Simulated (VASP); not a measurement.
Here is a VASP 6.6.1 calculation.

File INCAR:

```
PREC = Accurate
ENCUT = 700
EDIFF = 1E-6
ISMEAR = 0
SIGMA = 0.1
LREAL = False
LASPH = True
NELM = 120
ALGO = Normal
ISIF = 2
LWAVE = False
LCHARG = True
GGA = PE
LELF = True
LVHAR = True
NBANDS = 16
GGA_COMPAT = False
```

File KPOINTS:

```
regular mesh
0
Gamma
  18 18 14
```

The input POSCAR:

```
TaN
1.0
    2.8195672002      0.0000000000      0.0000000000
   -1.4097836001      2.4418168230      0.0000000000
    0.0000000000      0.0000000000      2.7917744361
Ta N
1 1
Direct
    0.3333333333      0.6666666667      0.5000000000
    0.0000000000      0.0000000000      0.0000000000
```

Potentials or basis: VASP PAW PBE potentials, release 64 (Ta_sv_GW, N).

Launch:

```console
$ cat potpaw_PBE.64/Ta_sv_GW/POTCAR potpaw_PBE.64/N/POTCAR > POTCAR
$ mpirun -np 1 vasp_std > vasp.out
```

Task: Predict the band gap on the k mesh.

Result: Zero (bands 9 and 10 overlap by 0.30 eV).

Task: Predict the pressure.

Result: 57.0 GPa.

Stress tensor (GPa, compression positive):
```
56.90  0.00  0.00
 0.00 56.90  0.00
 0.00  0.00 57.17
```

Caveat: the cell stands under pressure; spin-orbit coupling is left out, which moves the levels of the heavy elements.
